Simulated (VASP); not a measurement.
# InAs (Fm-3m) in VASP: single point with r2SCAN

Aim: the single point of InAs with r2SCAN.

All numbers are computed with VASP 6.6.1; they aren't measurements. Logs are shortened: lines on timing, memory, paths and dates and some standing lists are left out, and cuts for length are marked.

## (1) The cell of the first run

The structure is cubic, space group Fm-3m (No. 225). The conventional cell has a = 5.755 Å, b = 5.755 Å, c = 5.755 Å, α = 90.00°, β = 90.00°, γ = 90.00°. In (site symmetry m-3m) has 6 As at 2.88 Å within 3.8 Å. Within 3.8 Å of As (site symmetry m-3m) lie 6 In at 2.88 Å.

## (2) Single point, r2SCAN

File POSCAR:

```
InAs
1.0
    0.0000000000      2.8773040000      2.8773040000
    2.8773040000      0.0000000000      2.8773040000
    2.8773040000      2.8773040000      0.0000000000
In As
1 1
Direct
    0.5000000000      0.5000000000      0.5000000000
    0.0000000000      0.0000000000      0.0000000000
```

File INCAR.step1:

```
PREC     = Accurate       # precision mode
ENCUT    = 550            # plane-wave cutoff, eV
ISMEAR   = -1             # smearing method
SIGMA    = 0.1            # smearing width, eV
LREAL    = False          # projectors in reciprocal space
LASPH    = True           # aspherical terms in the spheres
NELM     = 120            # most SCF steps
NBANDS   = 16             # bands
GGA      = PE             # functional
ALGO     = Normal         # electronic algorithm
EDIFF    = 1E-5           # SCF threshold, eV
LWAVE    = True           # write WAVECAR
LCHARG   = False          # write CHGCAR
GGA_COMPAT= False
```

File INCAR.step2:

```
PREC     = Accurate       # precision mode
ENCUT    = 550            # plane-wave cutoff, eV
EDIFF    = 1E-6           # SCF threshold, eV
ISMEAR   = -1             # smearing method
SIGMA    = 0.1            # smearing width, eV
LREAL    = False          # projectors in reciprocal space
LASPH    = True           # aspherical terms in the spheres
NELM     = 120            # most SCF steps
ALGO     = Normal         # electronic algorithm
ISIF     = 2              # what is computed and relaxed
LWAVE    = False          # write WAVECAR
LCHARG   = False          # write CHGCAR
METAGGA  = R2SCAN         # meta-GGA
LMIXTAU  = True         
NBANDS   = 16             # bands
ISTART   = 1            
GGA_COMPAT= False
```

File KPOINTS:

```
regular mesh
0
Gamma
  5 5 5
```

Potentials or basis: VASP PAW PBE potentials, release 64 (In_d, As).

On the command line:

```
cat potpaw_PBE.64/In_d/POTCAR potpaw_PBE.64/As/POTCAR > POTCAR
cp INCAR.step1 INCAR
mpirun -np 1 vasp_std > vasp.out
cp INCAR.step2 INCAR
mpirun -np 1 vasp_std > vasp.out
```

OUTCAR:

```text
PREC = Accurate
   ENCUT = 550
   EDIFF = 1E-6
   ISMEAR = -1
   LREAL = False
   LASPH = True
   NELM = 120
   ISIF = 2
   METAGGA = R2SCAN
   ISTART = 1

 ion  position               nearest neighbor table
   1  0.500  0.500  0.500-   2 2.88   2 2.88   2 2.88   2 2.88   2 2.88   2 2.88
   2  0.000  0.000  0.000-   1 2.88   1 2.88   1 2.88   1 2.88   1 2.88   1 2.88

  LATTYP: Found a face centered cubic cell.
 ALAT       =     5.7546080000

  Lattice vectors:

 A1 = (   0.0000000000,   2.8773040000,   2.8773040000)
 A2 = (   2.8773040000,   0.0000000000,   2.8773040000)
 A3 = (   2.8773040000,   2.8773040000,   0.0000000000)

Analysis of symmetry for initial positions (statically):
=====================================================================
 Subroutine PRICEL returns:
 Original cell was already a primitive cell.

 Routine SETGRP: Setting up the symmetry group for a
 face centered cubic supercell.

 Subroutine GETGRP returns: Found 48 space group operations
 (whereof 48 operations were pure point group operations)
 out of a pool of 48 trial point group operations.

The static configuration has the point symmetry O_h .

Analysis of symmetry for dynamics (positions and initial velocities):
=====================================================================
 Subroutine PRICEL returns:
 Original cell was already a primitive cell.

 Routine SETGRP: Setting up the symmetry group for a
 face centered cubic supercell.

 Subroutine GETGRP returns: Found 48 space group operations
 (whereof 48 operations were pure point group operations)
 out of a pool of 48 trial point group operations.

The dynamic configuration has the point symmetry O_h .

 Subroutine INISYM returns: Found 48 space group operations
 (whereof 48 operations are pure point group operations),
 and found     1 'primitive' translations

----------------------------------------------------------------------------------------

                                     Primitive cell

  volume of cell :      47.6417

  direct lattice vectors                    reciprocal lattice vectors
     0.000000000  2.877304000  2.877304000    -0.173773783  0.173773783  0.173773783
     2.877304000  0.000000000  2.877304000     0.173773783 -0.173773783  0.173773783
     2.877304000  2.877304000  0.000000000     0.173773783  0.173773783 -0.173773783

  length of vectors
     4.069122340  4.069122340  4.069122340     0.300985021  0.300985021  0.300985021

  position of ions in fractional coordinates (direct lattice)
     0.500000000  0.500000000  0.500000000
     0.000000000  0.000000000  0.000000000

  ion indices of the primitive-cell ions
   primitive index   ion index
                 1           1
                 2           2

----------------------------------------------------------------------------------------

 KPOINTS: regular mesh

Automatic generation of k-mesh.
 Grid dimensions read from file:
 generate k-points for:    5    5    5

 Generating k-lattice:

  Cartesian coordinates                     Fractional coordinates (reciprocal lattice)
    -0.034754757  0.034754757  0.034754757     0.200000000  0.000000000  0.000000000
     0.034754757 -0.034754757  0.034754757     0.000000000  0.200000000  0.000000000
     0.034754757  0.034754757 -0.034754757     0.000000000  0.000000000  0.200000000

  Length of vectors
     0.060197004  0.060197004  0.060197004

  Shift w.r.t. Gamma in fractional coordinates (k-lattice)
     0.000000000  0.000000000  0.000000000

 Subroutine IBZKPT returns following result:
 ===========================================

 Found     10 irreducible k-points:

 Following reciprocal coordinates:
            Coordinates               Weight
  0.000000  0.000000  0.000000      1.000000
  0.200000  0.000000  0.000000      8.000000
  0.400000  0.000000  0.000000      8.000000
  0.200000  0.200000  0.000000      6.000000
  0.400000  0.200000  0.000000     24.000000
 -0.400000  0.200000  0.000000     24.000000
 -0.200000  0.200000  0.000000     12.000000
  0.400000  0.400000  0.000000      6.000000
 -0.400000  0.400000  0.000000     12.000000
 -0.400000  0.400000  0.200000     24.000000
   k-points           NKPTS =     10   k-points in BZ     NKDIM =     10   number of bands    NBANDS=     16
   number of dos      NEDOS =    301   number of ions     NIONS =      2
   total plane-waves  NPLWV =  32768
   dimension x,y,z NGX =    32 NGY =   32 NGZ =   32
   dimension x,y,z NGXF=    64 NGYF=   64 NGZF=   64
   ions per type =               1   1
   NGX,Y,Z   is equivalent  to a cutoff of  13.07, 13.07, 13.07 a.u.
   NGXF,Y,Z  is equivalent  to a cutoff of  26.15, 26.15, 26.15 a.u.
 SYSTEM =  unknown system
   PREC   = accura    normal or accurate (medium, high low for compatibility)
   ISTART =      1    job   : 0-new  1-cont  2-samecut
   ICHARG =      0    charge: 1-file 2-atom 10-const
   ISPIN  =      1    spin polarized calculation?
   LNONCOLLINEAR =      F non collinear calculations
   LSORBIT =      F    spin-orbit coupling
   LASPH  =      T    aspherical Exc in radial PAW
   ENCUT  =  550.0 eV  40.42 Ry    6.36 a.u.   7.78  7.78  7.78*2*pi/ulx,y,z
   NELM   =    120;   NELMIN=  2; NELMDL=  0     # of ELM steps
   EDIFF  = 0.1E-05   stopping-criterion for ELM
   LREAL  =      F    real-space projection
   EDIFFG = 0.1E-04   stopping-criterion for IOM
   NSW    =      0    number of steps for IOM
   IBRION =     -1    ionic relax: 0-MD 1-quasi-New 2-CG
   NFREE  =      0    steps in history (QN), initial steepest desc. (CG)
   ISIF   =      2    stress and relaxation
   ISYM   =      2    0-nonsym 1-usesym 2-fastsym
   POTIM  = 0.5000    time-step for ionic-motion
   TEBEG  =    0.0;   TEEND  =   0.0 temperature during run
   PSTRESS=    0.0 pullay stress
   NELECT =      18.0000    total number of electrons
   NUPDOWN=      -1.0000    fix difference up-down
   EMIN   =  10.00;   EMAX   =-10.00  energy-range for DOS
   EFERMI =   0.00;   METHOD = LEGACY
   ISMEAR =    -1;   SIGMA  =   0.10  broadening in eV -4-tet -1-fermi 0-gaus
   EFERMI_NEDOS =   21; number of points for ismear=-14 and -15
   IALGO  =     38    algorithm
   IMIX   =      4    mixing-type and parameters
     AMIX     =   0.40;   BMIX     =  1.00
     AMIX_MAG =   1.60;   BMIX_MAG =  1.00
  volume/ion in A,a.u.               =      23.82       160.75
  Fermi-wavevector in a.u.,A,eV,Ry     =   1.183505  2.236499 19.057448  1.400683
  Thomas-Fermi vector in A             =   2.319738
   LORBIT       =      0    0 simple, 1 ext, 2 COOP (PROOUT), +10 PAW based schemes
   METAGGA = R2SCAN    functional components
   LHFCALC =     F    Hartree Fock is set to
   AEXX    =    0.0000 exact exchange contribution
   IVDW    =     0    specifies the selected vdW correction
   LEPSILON=     F    determine dielectric tensor
   LRPA    =     F    only Hartree local field effects (RPA)
 non-spin polarized calculation
  energy-cutoff  :      550.00
  volume of cell :       47.64
 maximum number of plane-waves:      1411
   NGX = 15   NGY = 15   NGZ = 15

 number of electron      17.9999993 magnetization

 Free energy of the ion-electron system (eV)
  ---------------------------------------------------
  ext. energy  EPLUGINS =         0.00000000
  ---------------------------------------------------
  free energy    TOTEN  =       -37.56887435 eV

  energy without entropy =      -37.53654865  energy(sigma->0) =      -37.55271150

 E-fermi :   5.8701     XC(G=0): -10.6649

 val. band max:        5.8495725787   @ k =   0.4000   0.0000   0.0000
 cond. band min:       6.0753533077   @ k =  -0.2000   0.2000   0.0000
 fundamental gap:      0.2257807291
 Fermi energy:         5.8700892789

 k-point     1 :       0.0000    0.0000    0.0000
  band No.  band energies     occupation
      1      -9.1319      2.00000
      2      -9.1319      2.00000
      3      -9.0999      2.00000
      4      -9.0999      2.00000
      5      -9.0999      2.00000
      6      -6.8012      2.00000
[... 8 lines left out ...]
     15      13.7914      0.00000
     16      13.7914      0.00000

 k-point     2 :       0.2000    0.0000    0.0000
  band No.  band energies     occupation
      1      -9.1485      2.00000
      2      -9.1485      2.00000
      3      -9.1006      2.00000
      4      -9.0829      2.00000
      5      -9.0829      2.00000
      6      -6.3619      2.00000
[... 8 lines left out ...]
     15      14.5040      0.00000
     16      14.5040      0.00000

 k-point     3 :       0.4000    0.0000    0.0000
  band No.  band energies     occupation
      1      -9.1789      2.00000
      2      -9.1789      2.00000
      3      -9.1043      2.00000
      4      -9.0514      2.00000
      5      -9.0514      2.00000
      6      -5.3313      2.00000
[... 8 lines left out ...]
     15      17.0618      0.00000
     16      17.0618      0.00000

 k-point     4 :       0.2000    0.2000    0.0000
  band No.  band energies     occupation
      1      -9.2022      2.00000
      2      -9.1204      2.00000
      3      -9.1121      2.00000
      4      -9.0747      2.00000
      5      -9.0747      2.00000
      6      -6.1792      2.00000
[... 8 lines left out ...]
     15      16.6215      0.00000
     16      16.6215      0.00000

 k-point     5 :       0.4000    0.2000    0.0000
  band No.  band energies     occupation
      1      -9.2607      2.00000
      2      -9.1369      2.00000
      3      -9.1094      2.00000
      4      -9.0590      2.00000
      5      -9.0452      2.00000
      6      -5.2516      2.00000
[... 8 lines left out ...]
     15      18.0374      0.00000
     16      18.3288      0.00000

 k-point     6 :      -0.4000    0.2000    0.0000
  band No.  band energies     occupation
      1      -9.2467      2.00000
      2      -9.1660      2.00000
      3      -9.0908      2.00000
      4      -9.0629      2.00000
      5      -9.0446      2.00000
      6      -4.7316      2.00000
[... 8 lines left out ...]
     15      16.8953      0.00000
     16      17.0907      0.00000

 k-point     7 :      -0.2000    0.2000    0.0000
  band No.  band energies     occupation
      1      -9.1817      2.00000
      2      -9.1702      2.00000
      3      -9.0952      2.00000
      4      -9.0707      2.00000
      5      -9.0663      2.00000
      6      -5.6622      2.00000
[... 8 lines left out ...]
     15      15.8399      0.00000
     16      18.1748      0.00000

 k-point     8 :       0.4000    0.4000    0.0000
  band No.  band energies     occupation
      1      -9.3790      2.00000
      2      -9.1319      2.00000
      3      -9.1018      2.00000
      4      -9.0295      2.00000
      5      -9.0295      2.00000
      6      -4.5679      2.00000
[... 8 lines left out ...]
     15      18.6046      0.00000
     16      20.7480      0.00000

 k-point     9 :      -0.4000    0.4000    0.0000
  band No.  band energies     occupation
      1      -9.3671      2.00000
      2      -9.1214      2.00000
      3      -9.1171      2.00000
      4      -9.0380      2.00000
      5      -9.0280      2.00000
      6      -4.1677      2.00000
[... 8 lines left out ...]
     15      18.3513      0.00000
     16      19.9124      0.00000

 k-point    10 :      -0.4000    0.4000    0.2000
  band No.  band energies     occupation
      1      -9.3172      2.00000
      2      -9.1428      2.00000
      3      -9.0975      2.00000
      4      -9.0632      2.00000
      5      -9.0299      2.00000
      6      -4.4159      2.00000
[... 8 lines left out ...]
     15      16.9144      0.00000
     16      19.7631      0.00000

------------------------ aborting loop because EDIFF is reached ----------------------------------------

  FORCE on cell =-STRESS in cart. coord.  units (eV):
  Direction    XX          YY          ZZ          XY          YZ          ZX
  --------------------------------------------------------------------------------------
  -------------------------------------------------------------------------------------
  Total       -0.5797204     -0.5797204     -0.5797204     -0.0000000      0.0000000      0.0000000
  in kB      -19.4958403    -19.4958403    -19.4958403     -0.0000000      0.0000000      0.0000000
  external PRESSURE =     -19.4958403 kB  Pullay stress =       0.0000000 kB

 VOLUME and BASIS-vectors are now :
 -----------------------------------------------------------------------------
  energy-cutoff  :      550.00
  volume of cell :       47.64
      direct lattice vectors                 reciprocal lattice vectors
     0.000000000  2.877304000  2.877304000    -0.173773783  0.173773783  0.173773783
     2.877304000  0.000000000  2.877304000     0.173773783 -0.173773783  0.173773783
     2.877304000  2.877304000  0.000000000     0.173773783  0.173773783 -0.173773783

 POSITION                                       TOTAL-FORCE (eV/Angst)
 -----------------------------------------------------------------------------------
      2.87730      2.87730      2.87730         0.000000     -0.000000     -0.000000
      0.00000      0.00000      0.00000        -0.000000      0.000000      0.000000
 -----------------------------------------------------------------------------------
    total drift:                               -0.000000     -0.000000      0.000000

  FREE ENERGIE OF THE ION-ELECTRON SYSTEM (eV)
  ---------------------------------------------------
  free  energy   TOTEN  =       -37.5688743459 eV

  energy  without entropy=      -37.5365486472  energy(sigma->0) =      -37.55271150
```

Run time: 20 s. Hardware: 1 thread of Intel Xeon Platinum 8488C (Sapphire Rapids), shared host; peak memory 0.18 GiB.

What came out:

```
Free energy            : -37.5689 eV
Pressure               : -1.9 GPa
Band gap on the k mesh : zero (band 9 reaches 6.08 eV, above the bottom of band 10 at 3.65 eV)
```

Caveat: the k points lie up to 0.38 Å⁻¹ apart; the PAW data sets were made with another functional, which shifts forces and pressure a little; spin-orbit coupling is left out, which moves the levels of the heavy elements.
